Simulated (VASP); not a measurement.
# Al (Im-3m) in VASP: further runs, part 2 of 2

VASP 6.6.1. Earlier steps stand in the parts before.

## Step 3: Single point, r2SCAN

This run uses another cell than the first one, of 14.83 Å³/atom.

POSCAR reads:

```
Al
1.0
   -1.5476018195      1.5476018195      1.5476018195
    1.5476018195     -1.5476018195      1.5476018195
    1.5476018195      1.5476018195     -1.5476018195
Al
1
Direct
    0.0000000000      0.0000000000      0.0000000000
```

INCAR.step1 reads:

```
PREC = Accurate
ENCUT = 520
ISMEAR = 0
SIGMA = 0.1
LREAL = False
LASPH = True
NELM = 60
NBANDS = 8
GGA = PE
ALGO = Normal
EDIFF = 1E-4
LWAVE = True
LCHARG = False
```

INCAR.step2 reads:

```
PREC = Accurate
ENCUT = 520
EDIFF = 1E-6
ISMEAR = 0
SIGMA = 0.1
LREAL = False
LASPH = True
NELM = 60
ALGO = Normal
ISIF = 2
LWAVE = False
LCHARG = True
METAGGA = R2SCAN
LMIXTAU = True
LELF = True
LVHAR = True
NBANDS = 8
ISTART = 1
```

KPOINTS reads:

```
Automatic mesh
0
Gamma
  13 13 13
```

Potentials or basis: VASP PAW PBE potentials, release 64 (Al).

Started as:

```bash
$ cat potpaw_PBE.64/Al/POTCAR > POTCAR
$ cp INCAR.step1 INCAR
$ mpirun -np 1 vasp_std > vasp.out
$ cp INCAR.step2 INCAR
$ mpirun -np 1 vasp_std > vasp.out
```

OUTCAR:

```text
PREC = Accurate
   ENCUT = 520
   EDIFF = 1E-6
   ISMEAR = 0
   LREAL = False
   LASPH = True
   NELM = 60
   ISIF = 2
   METAGGA = R2SCAN
   ISTART = 1

 ion  position               nearest neighbor table
   1  0.000  0.000  0.000-

  LATTYP: Found a body centered cubic cell.
 ALAT       =     3.0952036390

  Lattice vectors:

 A1 = (  -1.5476018195,   1.5476018195,   1.5476018195)
 A2 = (   1.5476018195,  -1.5476018195,   1.5476018195)
 A3 = (   1.5476018195,   1.5476018195,  -1.5476018195)

Analysis of symmetry for initial positions (statically):
=====================================================================
 Subroutine PRICEL returns:
 Original cell was already a primitive cell.

 Routine SETGRP: Setting up the symmetry group for a
 body centered cubic supercell.

 Subroutine GETGRP returns: Found 48 space group operations
 (whereof 48 operations were pure point group operations)
 out of a pool of 48 trial point group operations.

The static configuration has the point symmetry O_h .

Analysis of symmetry for dynamics (positions and initial velocities):
=====================================================================
 Subroutine PRICEL returns:
 Original cell was already a primitive cell.

 Routine SETGRP: Setting up the symmetry group for a
 body centered cubic supercell.

 Subroutine GETGRP returns: Found 48 space group operations
 (whereof 48 operations were pure point group operations)
 out of a pool of 48 trial point group operations.

The dynamic configuration has the point symmetry O_h .

 Subroutine INISYM returns: Found 48 space group operations
 (whereof 48 operations are pure point group operations),
 and found     1 'primitive' translations

----------------------------------------------------------------------------------------

                                     Primitive cell

  volume of cell :      14.8265

  direct lattice vectors                    reciprocal lattice vectors
    -1.547601820  1.547601820  1.547601820     0.000000000  0.323080520  0.323080520
     1.547601820 -1.547601820  1.547601820     0.323080520  0.000000000  0.323080520
     1.547601820  1.547601820 -1.547601820     0.323080520  0.323080520  0.000000000

  length of vectors
     2.680524981  2.680524981  2.680524981     0.456904853  0.456904853  0.456904853

  position of ions in fractional coordinates (direct lattice)
     0.000000000  0.000000000  0.000000000

  ion indices of the primitive-cell ions
   primitive index   ion index
                 1           1

----------------------------------------------------------------------------------------

 KPOINTS: Automatic mesh

Automatic generation of k-mesh.
 Grid dimensions read from file:
 generate k-points for:   13   13   13

 Generating k-lattice:

  Cartesian coordinates                     Fractional coordinates (reciprocal lattice)
     0.000000000  0.024852348  0.024852348     0.076923077  0.000000000  0.000000000
     0.024852348  0.000000000  0.024852348     0.000000000  0.076923077  0.000000000
     0.024852348  0.024852348  0.000000000     0.000000000  0.000000000  0.076923077

  Length of vectors
     0.035146527  0.035146527  0.035146527

  Shift w.r.t. Gamma in fractional coordinates (k-lattice)
     0.000000000  0.000000000  0.000000000

 Subroutine IBZKPT returns following result:
 ===========================================

 Found     84 irreducible k-points:

 Following reciprocal coordinates:
            Coordinates               Weight
  0.000000  0.000000  0.000000      1.000000
  0.076923  0.000000  0.000000     12.000000
  0.153846  0.000000  0.000000     12.000000
  0.230769  0.000000  0.000000     12.000000
  0.307692  0.000000  0.000000     12.000000
  0.384615  0.000000  0.000000     12.000000
[... 16 lines left out ...]
  0.153846  0.076923  0.076923     24.000000
  0.230769  0.076923  0.076923     24.000000
 [... further k-points ...]
   k-points           NKPTS =     84   k-points in BZ     NKDIM =     84   number of bands    NBANDS=      8
   number of dos      NEDOS =    301   number of ions     NIONS =      1
   total plane-waves  NPLWV =   8000
   dimension x,y,z NGX =    20 NGY =   20 NGZ =   20
   dimension x,y,z NGXF=    40 NGYF=   40 NGZF=   40
   ions per type =               1
   NGX,Y,Z   is equivalent  to a cutoff of  12.40, 12.40, 12.40 a.u.
   NGXF,Y,Z  is equivalent  to a cutoff of  24.81, 24.81, 24.81 a.u.
 SYSTEM =  unknown system
   PREC   = accura    normal or accurate (medium, high low for compatibility)
   ISTART =      1    job   : 0-new  1-cont  2-samecut
   ICHARG =      0    charge: 1-file 2-atom 10-const
   ISPIN  =      1    spin polarized calculation?
   LNONCOLLINEAR =      F non collinear calculations
   LSORBIT =      F    spin-orbit coupling
   LASPH  =      T    aspherical Exc in radial PAW
   ENCUT  =  520.0 eV  38.22 Ry    6.18 a.u.   4.98  4.98  4.98*2*pi/ulx,y,z
   NELM   =     60;   NELMIN=  2; NELMDL=  0     # of ELM steps
   EDIFF  = 0.1E-05   stopping-criterion for ELM
   LREAL  =      F    real-space projection
   EDIFFG = 0.1E-04   stopping-criterion for IOM
   NSW    =      0    number of steps for IOM
   IBRION =     -1    ionic relax: 0-MD 1-quasi-New 2-CG
   NFREE  =      0    steps in history (QN), initial steepest desc. (CG)
   ISIF   =      2    stress and relaxation
   ISYM   =      2    0-nonsym 1-usesym 2-fastsym
   POTIM  = 0.5000    time-step for ionic-motion
   TEBEG  =    0.0;   TEEND  =   0.0 temperature during run
   PSTRESS=    0.0 pullay stress
   NELECT =       3.0000    total number of electrons
   NUPDOWN=      -1.0000    fix difference up-down
   EMIN   =  10.00;   EMAX   =-10.00  energy-range for DOS
   EFERMI =   0.00;   METHOD = LEGACY
   ISMEAR =     0;   SIGMA  =   0.10  broadening in eV -4-tet -1-fermi 0-gaus
   EFERMI_NEDOS =   21; number of points for ismear=-14 and -15
   IALGO  =     38    algorithm
   IMIX   =      4    mixing-type and parameters
     AMIX     =   0.40;   BMIX     =  1.00
     AMIX_MAG =   1.60;   BMIX_MAG =  1.00
  volume/ion in A,a.u.               =      14.83       100.05
  Fermi-wavevector in a.u.,A,eV,Ry     =   0.961102  1.816219 12.567926  0.923717
  Thomas-Fermi vector in A             =   2.090444
   LORBIT       =      0    0 simple, 1 ext, 2 COOP (PROOUT), +10 PAW based schemes
   METAGGA = R2SCAN    functional components
   LHFCALC =     F    Hartree Fock is set to
   AEXX    =    0.0000 exact exchange contribution
   IVDW    =     0    specifies the selected vdW correction
   LEPSILON=     F    determine dielectric tensor
   LRPA    =     F    only Hartree local field effects (RPA)
 non-spin polarized calculation
 Gauss-broadening in eV      SIGMA  =   0.10
  energy-cutoff  :      520.00
  volume of cell :       14.83
 maximum number of plane-waves:       414
   NGX =  9   NGY =  9   NGZ =  9

 number of electron       3.0000000 magnetization

 Free energy of the ion-electron system (eV)
  ---------------------------------------------------
  ext. energy  EPLUGINS =         0.00000000
  ---------------------------------------------------
  free energy    TOTEN  =        -6.59640186 eV

  energy without entropy =       -6.59427153  energy(sigma->0) =       -6.59533669

 E-fermi :   9.2662     XC(G=0): -11.3202

 val. band max:        9.2550345152   @ k =  -0.3846   0.3846   0.1538
 cond. band min:       9.2757480925   @ k =  -0.3846  -0.3846   0.0769
 fundamental gap:      0.0207135773
 Fermi energy:         9.2662066902

 k-point     1 :       0.0000    0.0000    0.0000
  band No.  band energies     occupation
      1      -3.4433      2.00000
      2      23.9143      0.00000
      3      23.9143      0.00000
      4      23.9143      0.00000
      5      26.8633      0.00000
      6      26.8633      0.00000
      7      26.8633      0.00000
      8      27.3296      0.00000
[... 243 lines left out ...]
 k-point    24 :       0.2308    0.0769    0.0769
  band No.  band energies     occupation
      1       0.0011      2.00000
      2      11.8940      0.00000
      3      15.9919      0.00000
      4      17.3279      0.00000
      5      25.5488      0.00000
      6      26.2598      0.00000
      7      30.2762      0.00000
      8      30.5885      0.00000

 [... further k-points ...]

------------------------ aborting loop because EDIFF is reached ----------------------------------------

  FORCE on cell =-STRESS in cart. coord.  units (eV):
  Direction    XX          YY          ZZ          XY          YZ          ZX
  --------------------------------------------------------------------------------------
  -------------------------------------------------------------------------------------
  Total        0.8033135      0.8033135      0.8033135      0.0000000      0.0000000      0.0000000
  in kB       86.8076455     86.8076455     86.8076455      0.0000000      0.0000000      0.0000000
  external PRESSURE =      86.8076455 kB  Pullay stress =       0.0000000 kB

 VOLUME and BASIS-vectors are now :
 -----------------------------------------------------------------------------
  energy-cutoff  :      520.00
  volume of cell :       14.83
      direct lattice vectors                 reciprocal lattice vectors
    -1.547601820  1.547601820  1.547601820     0.000000000  0.323080520  0.323080520
     1.547601820 -1.547601820  1.547601820     0.323080520  0.000000000  0.323080520
     1.547601820  1.547601820 -1.547601820     0.323080520  0.323080520  0.000000000

 POSITION                                       TOTAL-FORCE (eV/Angst)
 -----------------------------------------------------------------------------------
      0.00000      0.00000      0.00000        -0.000000     -0.000000     -0.000000
 -----------------------------------------------------------------------------------
    total drift:                                0.000000     -0.000000     -0.000000

  FREE ENERGIE OF THE ION-ELECTRON SYSTEM (eV)
  ---------------------------------------------------
  free  energy   TOTEN  =        -6.5964018573 eV

  energy  without entropy=       -6.5942715287  energy(sigma->0) =       -6.59533669
```

OSZICAR.step1:

```text
N       E                     dE             d eps       ncg     rms          rms(c)
DAV:   1    -0.206964859523E+01   -0.20696E+01   -0.95377E+02  1352   0.214E+02
DAV:   2    -0.360496920217E+01   -0.15353E+01   -0.15152E+01  1856   0.199E+01
DAV:   3    -0.361242153346E+01   -0.74523E-02   -0.74519E-02  1656   0.154E+00
DAV:   4    -0.361244121430E+01   -0.19681E-04   -0.19680E-04  1984   0.723E-02
DAV:   5    -0.361244124715E+01   -0.32851E-07   -0.32678E-07  1712   0.212E-03    0.145E+00
DAV:   6    -0.359590502400E+01    0.16536E-01   -0.15754E-03  1520   0.180E-01    0.835E-01
DAV:   7    -0.358442090512E+01    0.11484E-01   -0.48291E-03  1520   0.295E-01    0.163E-01
DAV:   8    -0.358441529576E+01    0.56094E-05   -0.19595E-05  1648   0.305E-02
   1 F= -.35844153E+01 E0= -.35836474E+01  d E =-.153577E-02
```

Wall time 26 s (1 thread of Intel Xeon Platinum 8559C (Emerald Rapids), shared host); peak memory 0.12 GiB.

Results:

- Free energy: -6.5964 eV
- Pressure: 8.7 GPa
- Band gap on the k mesh: zero (an odd number of electrons rules out a gap without spin polarisation)

Caveat: the cell stands under pressure; the PAW data sets were made with another functional, which shifts forces and pressure a little.

## Step 4: Single point, r2SCAN

This run uses another cell than the first one, of 15.47 Å³/atom.

POSCAR reads:

```
Al
1.0
   -1.5697134043      1.5697134043      1.5697134043
    1.5697134043     -1.5697134043      1.5697134043
    1.5697134043      1.5697134043     -1.5697134043
Al
1
Direct
    0.0000000000      0.0000000000      0.0000000000
```

INCAR.step1 reads:

```
ALGO = Normal
EDIFF = 1E-4
ENCUT = 520
GGA = PE
ISMEAR = 0
LASPH = True
LCHARG = False
LREAL = False
LWAVE = True
NBANDS = 8
NELM = 80
PREC = Accurate
SIGMA = 0.1
```

INCAR.step2 reads:

```
ALGO = Normal
EDIFF = 1E-7
ENCUT = 520
ISIF = 2
ISMEAR = 0
ISTART = 1
LASPH = True
LCHARG = True
LELF = True
LMIXTAU = True
LREAL = False
LVHAR = True
LWAVE = False
METAGGA = R2SCAN
NBANDS = 8
NELM = 80
PREC = Accurate
SIGMA = 0.1
```

KPOINTS reads:

```
k-points
0
Gamma
  13 13 13
```

Started as:

```bash
$ cat potpaw_PBE.64/Al/POTCAR > POTCAR
$ cp INCAR.step1 INCAR
$ mpirun -np 1 vasp_std > vasp.out
$ cp INCAR.step2 INCAR
$ mpirun -np 1 vasp_std > vasp.out
```

Wall time 27 s (1 thread of Intel Xeon Platinum 8559C (Emerald Rapids), shared host); peak memory 0.12 GiB.

Results (log left out):

| Quantity | Value |
| --- | --- |
| Free energy | -6.6214 eV |
| Pressure | 4.0 GPa |
| Band gap on the k mesh | zero (an odd number of electrons rules out a gap without spin polarisation) |

Levels at points of the mesh, in eV from the Fermi level:
| k point | band 1 | band 2 | band 3 | band 4 | band 5 | band 6 |
| --- | --- | --- | --- | --- | --- | --- |
| (0.00, 0.00, 0.00) | -12.37 | 14.39 | 14.39 | 14.39 | 16.90 | 16.90 |

Caveat: the cell stands under pressure; the PAW data sets were made with another functional, which shifts forces and pressure a little.

## Step 5: Single point, r2SCAN

This run uses another cell than the first one, of 16.12 Å³/atom.

POSCAR reads:

```
Al
1.0
   -1.5912190000      1.5912190000      1.5912190000
    1.5912190000     -1.5912190000      1.5912190000
    1.5912190000      1.5912190000     -1.5912190000
Al
1
Direct
    0.0000000000      0.0000000000      0.0000000000
```

INCAR.step1 reads:

```
PREC = Accurate
ENCUT = 520
ISMEAR = 0
SIGMA = 0.1
LREAL = False
LASPH = True
NELM = 100
NBANDS = 8
GGA = PE
ALGO = Normal
EDIFF = 1E-4
LWAVE = True
LCHARG = False
```

INCAR.step2 reads:

```
PREC = Accurate
ENCUT = 520
EDIFF = 1E-7
ISMEAR = 0
SIGMA = 0.1
LREAL = False
LASPH = True
NELM = 100
ALGO = Normal
ISIF = 2
LWAVE = False
LCHARG = False
METAGGA = R2SCAN
LMIXTAU = True
NBANDS = 8
ISTART = 1
```

KPOINTS reads:

```
regular mesh
0
Gamma
  13 13 13
```

Started as:

```bash
$ cat potpaw_PBE.64/Al/POTCAR > POTCAR
$ cp INCAR.step1 INCAR
$ mpirun -np 1 vasp_std > vasp.out
$ cp INCAR.step2 INCAR
$ mpirun -np 1 vasp_std > vasp.out
```

Run time: 32 s. Hardware: 1 thread of Intel Xeon Platinum 8559C (Emerald Rapids), shared host; peak memory 0.12 GiB.

Results (log left out):

| Item | Value |
| --- | --- |
| Free energy | -6.6292 eV |
| Pressure | 0.1 GPa |
| Band gap on the k mesh | zero (an odd number of electrons rules out a gap without spin polarisation) |

Levels at points of the mesh, in eV from the Fermi level:
| k point | band 1 | band 2 | band 3 | band 4 | band 5 | band 6 |
| --- | --- | --- | --- | --- | --- | --- |
| (0.00, 0.00, 0.00) | -12.06 | 14.15 | 14.15 | 14.15 | 16.25 | 16.25 |

Caveat: the PAW data sets were made with another functional, which shifts forces and pressure a little.

## Step 6: Single point, r2SCAN

This run uses another cell than the first one, of 16.76 Å³/atom.

POSCAR reads:

```
Al
1.0
   -1.6121584934      1.6121584934      1.6121584934
    1.6121584934     -1.6121584934      1.6121584934
    1.6121584934      1.6121584934     -1.6121584934
Al
1
Direct
    0.0000000000      0.0000000000      0.0000000000
```

INCAR.step1 reads:

```
SYSTEM = Al
PREC = Accurate
ENCUT = 520
ISMEAR = 0
SIGMA = 0.1
LREAL = .False.
LASPH = .True.
NELM = 80
NBANDS = 8
GGA = PE
ALGO = Normal
EDIFF = 1E-4
LWAVE = .True.
LCHARG = .False.
```

INCAR.step2 reads:

```
SYSTEM = Al
PREC = Accurate
ENCUT = 520
EDIFF = 1E-6
ISMEAR = 0
SIGMA = 0.1
LREAL = .False.
LASPH = .True.
NELM = 80
ALGO = Normal
ISIF = 2
LWAVE = .False.
LCHARG = .False.
METAGGA = R2SCAN
LMIXTAU = .True.
NBANDS = 8
ISTART = 1
```

KPOINTS reads:

```
Automatic mesh
0
Gamma
  13 13 13
  0 0 0
```

Potentials or basis: VASP PAW PBE potentials, release 64 (Al).

Started as:

```bash
$ cat potpaw_PBE.64/Al/POTCAR > POTCAR
$ cp INCAR.step1 INCAR
$ mpirun -np 1 vasp_std > vasp.out
$ cp INCAR.step2 INCAR
$ mpirun -np 1 vasp_std > vasp.out
```

Run time: 27 s. Hardware: 1 thread of Intel Xeon Platinum 8559C (Emerald Rapids), shared host; peak memory 0.14 GiB.

The run converged. Its results:

- Free energy: -6.6229 eV
- Pressure: -3.1 GPa
- Band gap on the k mesh: zero (an odd number of electrons rules out a gap without spin polarisation)

Levels at points of the mesh, in eV from the Fermi level:
```tsv
k point	band 1	band 2	band 3	band 4	band 5
(0.00, 0.00, 0.00)	-11.77	13.92	13.92	13.92	15.65
```

Caveat: the cell stands under tension; the PAW data sets were made with another functional, which shifts forces and pressure a little.

## Step 7: Summary

```tsv
cell	gap on the mesh (eV)	pressure (GPa)
a = 2.641 Å, angles 109.5°, 1 atom	none	14.5
a = 2.681 Å, angles 109.5°, 1 atom	none	8.7
a = 2.719 Å, angles 109.5°, 1 atom	none	4.0
a = 2.756 Å, angles 109.5°, 1 atom	none	0.1
a = 2.792 Å, angles 109.5°, 1 atom	none	-3.1
```

Alike in all rows: task single point; level r2SCAN; potentials or basis VASP PAW PBE potentials, release 64 (Al); no spin polarisation; k mesh 13 × 13 × 13; cutoff (eV) 520; smearing gaussian 0.1 eV.

Caveats: the PAW data sets were made with another functional, which shifts forces and pressure a little; the cell stands under pressure (at least some runs); the cell stands under tension (at least some runs).

Total energies depend on the potentials used, so only differences within one code and one set of settings carry meaning.
